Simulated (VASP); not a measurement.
# Si (P1) in VASP: single point with HSE06

Aim: the single point of Si with HSE06.

Program: VASP 6.6.1. These are calculated values, not measurements. Logs are shortened: lines on timing, memory, paths and dates and some standing lists are left out, and cuts for length are marked.

## (1) The cell of the first run

The typed cell holds 32 atoms: a = 10.860 Å, b = 10.860 Å, c = 5.430 Å, α = 90.00°, β = 90.00°, γ = 90.00°.

## (2) Single point, HSE06

Contents of POSCAR:

```
Si
1.0
   10.8600000000      0.0000000000      0.0000000000
    0.0000000000     10.8600000000      0.0000000000
    0.0000000000      0.0000000000      5.4300000000
Si
32
Direct
    0.0018100000      0.0035600000      0.0087000000
    0.0065200000      0.2535300000      0.5124400000
    0.2430600000      0.9994900000      0.5130600000
    0.2521900000      0.2559100000      0.9886000000
    0.1245400000      0.1212700000      0.2512900000
    0.1260900000      0.3678300000      0.7416500000
    0.3717500000      0.1311300000      0.7578300000
    0.3699800000      0.3793800000      0.2393600000
    0.0017300000      0.4945000000      0.9853200000
    0.0054700000      0.7457200000      0.4916200000
    0.2571100000      0.5054900000      0.4937900000
    0.2568000000      0.7505800000      0.0052400000
    0.1206500000      0.6315000000      0.2556200000
    0.1318700000      0.8808000000      0.7440700000
    0.3729500000      0.6200800000      0.7395600000
    0.3685900000      0.8720700000      0.2530400000
    0.4926800000      0.0026200000      0.9952200000
    0.4972000000      0.2546900000      0.4994300000
    0.7472900000      0.9997200000      0.5060300000
    0.7434700000      0.2570000000      0.9859400000
    0.6286800000      0.1300800000      0.2358000000
    0.6292400000      0.3730300000      0.7523100000
    0.8677700000      0.1183200000      0.7406000000
    0.8817100000      0.3705300000      0.2575400000
    0.5063300000      0.5065100000      0.9954100000
    0.4978600000      0.7503600000      0.5081200000
    0.7442300000      0.5036600000      0.5087600000
    0.7553000000      0.7431700000      0.0131400000
    0.6189800000      0.6226500000      0.2532700000
    0.6311600000      0.8726400000      0.7625000000
    0.8756700000      0.6222400000      0.7446000000
    0.8702500000      0.8687900000      0.2396500000
```

Contents of INCAR.step1:

```
SYSTEM = Si
PREC = Accurate
ENCUT = 400
EDIFF = 1E-5
ISMEAR = -1
SIGMA = 0.026
LREAL = Auto
LASPH = .TRUE.
NELM = 120
ALGO = Normal
ISIF = 2
LWAVE = .TRUE.
LCHARG = .FALSE.
NBANDS = 86
GGA = PE
GGA_COMPAT = .FALSE.
```

Contents of INCAR.step2:

```
SYSTEM = Si
PREC = Accurate
ENCUT = 400
EDIFF = 1E-6
ISMEAR = -1
SIGMA = 0.026
LREAL = Auto
LASPH = .TRUE.
NELM = 120
ALGO = Normal
ISIF = 2
LWAVE = .FALSE.
LCHARG = .FALSE.
GGA = PE
LHFCALC = .TRUE.
HFSCREEN = 0.2079
PRECFOCK = Fast
NBANDS = 86
ISTART = 1
GGA_COMPAT = .FALSE.
```

Contents of KPOINTS:

```
Automatic mesh
0
G
  1 1 1
  0 0 0
```

Potentials or basis: VASP PAW PBE potentials, release 64 (Si).

The run is started by

```bash
$ cat potpaw_PBE.64/Si/POTCAR > POTCAR
$ cp INCAR.step1 INCAR
$ mpirun -np 1 vasp_gam > vasp.out
$ cp INCAR.step2 INCAR
$ mpirun -np 1 vasp_gam > vasp.out
```

OUTCAR:

```text
SYSTEM = Si
   PREC = Accurate
   ENCUT = 400
   EDIFF = 1E-6
   ISMEAR = -1
   LREAL = Auto
   LASPH = .TRUE.
   NELM = 120
   ISIF = 2
   GGA = PE
   LHFCALC = .TRUE.
   HFSCREEN = 0.2079
   PRECFOCK = Fast
   ISTART = 1

 ion  position               nearest neighbor table
   1  0.002  0.004  0.009-   5 2.27  32 2.40  23 2.41  14 2.42
   2  0.007  0.254  0.512-   6 2.19  24 2.32   5 2.39  23 2.44
   3  0.243  0.999  0.513-  14 2.17   5 2.33   7 2.40  16 2.40
   4  0.252  0.256  0.989-   7 2.26   6 2.27   8 2.30   5 2.47
   5  0.125  0.121  0.251-   1 2.27   3 2.33   2 2.39   4 2.47
   6  0.126  0.368  0.742-   2 2.19   4 2.27   9 2.34  11 2.46
[... 24 lines left out ...]
  31  0.876  0.622  0.745-  27 2.31   9 2.35  28 2.36  10 2.38
  32  0.870  0.869  0.240-  28 2.22   1 2.40  10 2.41  19 2.43

  LATTYP: Found a simple tetragonal cell.
 ALAT       =    10.8600000000
 C/A-ratio  =     0.5000000000

  Lattice vectors:

 A1 = (  10.8600000000,   0.0000000000,   0.0000000000)
 A2 = (   0.0000000000,  10.8600000000,   0.0000000000)
 A3 = (   0.0000000000,   0.0000000000,   5.4300000000)

Analysis of symmetry for initial positions (statically):
=====================================================================
 Subroutine PRICEL returns:
 Original cell was already a primitive cell.

 Routine SETGRP: Setting up the symmetry group for a
 simple tetragonal supercell.

 Subroutine GETGRP returns: Found  1 space group operations
 (whereof  1 operations were pure point group operations)
 out of a pool of 16 trial point group operations.

The static configuration has the point symmetry C_1 .

Analysis of symmetry for dynamics (positions and initial velocities):
=====================================================================
 Subroutine PRICEL returns:
 Original cell was already a primitive cell.

 Routine SETGRP: Setting up the symmetry group for a
 simple tetragonal supercell.

 Subroutine GETGRP returns: Found  1 space group operations
 (whereof  1 operations were pure point group operations)
 out of a pool of 16 trial point group operations.

The dynamic configuration has the point symmetry C_1 .

 Subroutine INISYM returns: Found  1 space group operations
 (whereof  1 operations are pure point group operations),
 and found     1 'primitive' translations

----------------------------------------------------------------------------------------

                                     Primitive cell

  volume of cell :     640.4120

  direct lattice vectors                    reciprocal lattice vectors
    10.860000000  0.000000000  0.000000000     0.092081031  0.000000000  0.000000000
     0.000000000 10.860000000  0.000000000     0.000000000  0.092081031  0.000000000
     0.000000000  0.000000000  5.430000000     0.000000000  0.000000000  0.184162063

  length of vectors
    10.860000000 10.860000000  5.430000000     0.092081031  0.092081031  0.184162063

  position of ions in fractional coordinates (direct lattice)
     0.001810000  0.003560000  0.008700000
     0.006520000  0.253530000  0.512440000
     0.243060000  0.999490000  0.513060000
     0.252190000  0.255910000  0.988600000
     0.124540000  0.121270000  0.251290000
     0.126090000  0.367830000  0.741650000
[... 24 lines left out ...]
     0.875670000  0.622240000  0.744600000
     0.870250000  0.868790000  0.239650000

  ion indices of the primitive-cell ions
   primitive index   ion index
                 1           1
                 2           2
                 3           3
                 4           4
                 5           5
                 6           6
[... 24 lines left out ...]
                31          31
                32          32

----------------------------------------------------------------------------------------

 KPOINTS: Automatic mesh

Automatic generation of k-mesh.
 Grid dimensions read from file:
 generate k-points for:    1    1    1

 Generating k-lattice:

  Cartesian coordinates                     Fractional coordinates (reciprocal lattice)
     0.092081031  0.000000000  0.000000000     1.000000000  0.000000000  0.000000000
     0.000000000  0.092081031  0.000000000     0.000000000  1.000000000  0.000000000
     0.000000000  0.000000000  0.184162063     0.000000000  0.000000000  1.000000000

  Length of vectors
     0.092081031  0.092081031  0.184162063

  Shift w.r.t. Gamma in fractional coordinates (k-lattice)
     0.000000000  0.000000000  0.000000000

 Subroutine IBZKPT returns following result:
 ===========================================

 Found      1 irreducible k-points:

 Following reciprocal coordinates:
            Coordinates               Weight
  0.000000  0.000000  0.000000      1.000000
   k-points           NKPTS =      1   k-points in BZ     NKDIM =      1   number of bands    NBANDS=     86
   number of dos      NEDOS =    301   number of ions     NIONS =     32
   total plane-waves  NPLWV = 186624
   dimension x,y,z NGX =    72 NGY =   72 NGZ =   36
   dimension x,y,z NGXF=   144 NGYF=  144 NGZF=   72
   ions per type =              32
   NGX,Y,Z   is equivalent  to a cutoff of  11.02, 11.02, 11.02 a.u.
   NGXF,Y,Z  is equivalent  to a cutoff of  22.04, 22.04, 22.04 a.u.
 SYSTEM =  Si
   PREC   = accura    normal or accurate (medium, high low for compatibility)
   ISTART =      1    job   : 0-new  1-cont  2-samecut
   ICHARG =      0    charge: 1-file 2-atom 10-const
   ISPIN  =      1    spin polarized calculation?
   LNONCOLLINEAR =      F non collinear calculations
   LSORBIT =      F    spin-orbit coupling
   LASPH  =      T    aspherical Exc in radial PAW
   ENCUT  =  400.0 eV  29.40 Ry    5.42 a.u.  17.71 17.71  8.85*2*pi/ulx,y,z
   NELM   =    120;   NELMIN=  2; NELMDL=  0     # of ELM steps
   EDIFF  = 0.1E-05   stopping-criterion for ELM
   LREAL  =      T    real-space projection
   EDIFFG = 0.1E-04   stopping-criterion for IOM
   NSW    =      0    number of steps for IOM
   IBRION =     -1    ionic relax: 0-MD 1-quasi-New 2-CG
   NFREE  =      0    steps in history (QN), initial steepest desc. (CG)
   ISIF   =      2    stress and relaxation
   ISYM   =      3    0-nonsym 1-usesym 2-fastsym
   POTIM  = 0.5000    time-step for ionic-motion
   TEBEG  =    0.0;   TEEND  =   0.0 temperature during run
   PSTRESS=    0.0 pullay stress
   NELECT =     128.0000    total number of electrons
   NUPDOWN=      -1.0000    fix difference up-down
   EMIN   =  10.00;   EMAX   =-10.00  energy-range for DOS
   EFERMI =   0.00;   METHOD = LEGACY
   ISMEAR =    -1;   SIGMA  =   0.03  broadening in eV -4-tet -1-fermi 0-gaus
   EFERMI_NEDOS =   21; number of points for ismear=-14 and -15
   IALGO  =     38    algorithm
   IMIX   =      1    mixing-type and parameters
     AMIX     =   0.40;   BMIX     =  1.00
     AMIX_MAG =   1.60;   BMIX_MAG =  1.00
  volume/ion in A,a.u.               =      20.01       135.05
  Fermi-wavevector in a.u.,A,eV,Ry     =   0.957176  1.808800 12.465458  0.916185
  Thomas-Fermi vector in A             =   2.086170
   LORBIT       =      0    0 simple, 1 ext, 2 COOP (PROOUT), +10 PAW based schemes
   GGA     = PE    functional components
   LHFCALC =     T    Hartree Fock is set to
   PRECFOCK=fast      Normal, Fast or Accurate (Low or Medium for compatibility)
   ENCUT4O =  -1.0   cutoff for four orbital integrals eV
   NKREDX  =     1    reduce k-point grid by
   NKREDY  =     1    reduce k-point grid by
   NKREDZ  =     1    reduce k-point grid by
   AEXX    =    0.2500 exact exchange contribution
   HFSCREEN=    0.2079 screening length (either q_TF or 0.3 A-1)
   HFSCREENC=   0.2079 screening length for correlation (either q_TF or 0.3 A-1)
   ENCUTFOCK=  -1.0 apply spherical cutoff to Coloumb kernel
   IVDW    =     0    specifies the selected vdW correction
   LEPSILON=     F    determine dielectric tensor
   LRPA    =     F    only Hartree local field effects (RPA)
 non-spin polarized calculation
  energy-cutoff  :      400.00
  volume of cell :      640.41
 maximum number of plane-waves:      5811
 NGX is ok and might be reduce to    70
  NGX = 36; NGY = 36; NGZ = 18

 number of electron     127.9999997 magnetization

 Free energy of the ion-electron system (eV)
  ---------------------------------------------------
  ext. energy  EPLUGINS =         0.00000000
  ---------------------------------------------------
  free energy    TOTEN  =      -197.14970048 eV

  energy without entropy =     -197.14970046  energy(sigma->0) =     -197.14970047

 E-fermi :   6.1674     XC(G=0):  -7.8253

 val. band max:        5.6903200251   @ k =   0.0000   0.0000   0.0000
 cond. band min:       6.6551324803   @ k =   0.0000   0.0000   0.0000
 fundamental gap:      0.9648124552
 Fermi energy:         6.1674029435

 k-point     1 :       0.0000    0.0000    0.0000
  band No.  band energies     occupation
      1      -7.8126      2.00000
      2      -6.7270      2.00000
      3      -6.6389      2.00000
      4      -6.6070      2.00000
      5      -6.4760      2.00000
      6      -5.6683      2.00000
[... 68 lines left out ...]
     75       8.4636      0.00000
     76       8.5899      0.00000
 [bands above 76 left out]

------------------------ aborting loop because EDIFF is reached ----------------------------------------

  FORCE on cell =-STRESS in cart. coord.  units (eV):
  Direction    XX          YY          ZZ          XY          YZ          ZX
  --------------------------------------------------------------------------------------
  -------------------------------------------------------------------------------------
  Total       -3.9429126     -3.0030465     30.7852088      2.8966027      3.0589809      5.1023085
  in kB       -9.8643450     -7.5129960     77.0181718      7.2466958      7.6529322     12.7649116
  external PRESSURE =      19.8802769 kB  Pullay stress =       0.0000000 kB

 VOLUME and BASIS-vectors are now :
 -----------------------------------------------------------------------------
  energy-cutoff  :      400.00
  volume of cell :      640.41
      direct lattice vectors                 reciprocal lattice vectors
    10.860000000  0.000000000  0.000000000     0.092081031  0.000000000  0.000000000
     0.000000000 10.860000000  0.000000000     0.000000000  0.092081031  0.000000000
     0.000000000  0.000000000  5.430000000     0.000000000  0.000000000  0.184162063

 POSITION                                       TOTAL-FORCE (eV/Angst)
 -----------------------------------------------------------------------------------
      0.01966      0.03866      0.04724        -0.938953     -0.947173     -1.071574
      0.07081      2.75334      2.78255        -1.412186     -2.063651     -1.184409
      2.63963     10.85446      2.78592         1.706161      1.169885     -1.503054
      2.73878      2.77918      5.36810        -0.788970     -0.872327      1.272234
      1.35250      1.31699      1.36450         0.525649      1.368897      0.263032
      1.36934      3.99463      4.02716         1.173888      2.093619      0.352044
[... 24 lines left out ...]
      9.50978      6.75753      4.04318         0.301862      0.296169      0.183744
      9.45091      9.43506      1.30130         1.230448      1.152688      1.478285
 -----------------------------------------------------------------------------------
    total drift:                                0.001714      0.001887      0.003821

  FREE ENERGIE OF THE ION-ELECTRON SYSTEM (eV)
  ---------------------------------------------------
  free  energy   TOTEN  =      -197.1497004811 eV

  energy  without entropy=     -197.1497004590  energy(sigma->0) =     -197.14970047
```

Run time: 5.5 min. Hardware: 1 thread of Intel Xeon 8259CL, shared host; peak memory 0.57 GiB.

Results:

| Property | Result |
| --- | --- |
| Free energy | -197.1497 eV |
| Pressure | 2.0 GPa |
| Largest force | 3.013 eV/Å |
| Band gap on the k mesh | 0.96 eV |

Forces in eV/Å, atoms in the order of the input:
```
Si  -0.939 -0.947 -1.072
Si  -1.412 -2.064 -1.184
Si   1.706  1.170 -1.503
Si  -0.789 -0.872  1.272
Si   0.526  1.369  0.263
Si   1.174  2.094  0.352
Si   0.351 -0.576 -1.211
Si   1.237  0.319  0.077
Si   0.068  0.317  0.965
Si  -1.513  1.684  1.386
Si  -2.054 -1.008 -0.468
Si  -1.283 -0.603 -0.956
Si   1.492 -1.683 -1.771
Si  -1.548 -1.691  1.683
Si   0.990  1.066  1.371
Si   1.021  1.124  0.803
Si   0.854 -0.472  0.657
Si   0.211 -0.309 -0.383
Si  -0.286 -0.749 -1.621
Si   2.274 -1.515  1.270
Si  -1.103 -0.444  0.846
Si  -1.604  1.363 -0.851
Si   1.304  1.520  1.105
Si  -1.012  0.881 -0.550
Si  -1.048 -1.298 -0.500
Si   0.247  0.303 -0.267
Si   0.798 -0.785 -0.948
Si  -0.951 -0.488 -0.979
Si   0.701  0.881  0.542
Si  -0.945 -0.037  0.011
Si   0.302  0.296  0.184
Si   1.230  1.153  1.478
```

Stress tensor (GPa, compression positive):
```
-0.99  0.72  1.28
 0.72 -0.75  0.77
 1.28  0.77  7.70
```

Levels at points of the mesh, in eV from the valence-band top:
```tsv
k point	band 62	band 63	band 64	band 65	band 66	band 67
(0.00, 0.00, 0.00)	-0.35	-0.15	0.00	0.96	0.98	1.07
```

Caveat: the k points lie up to 1.16 Å⁻¹ apart, too coarse for converged energies, forces and pressures; the PAW data sets were made with another functional, which shifts forces and pressure a little. A k mesh can miss the band edges.
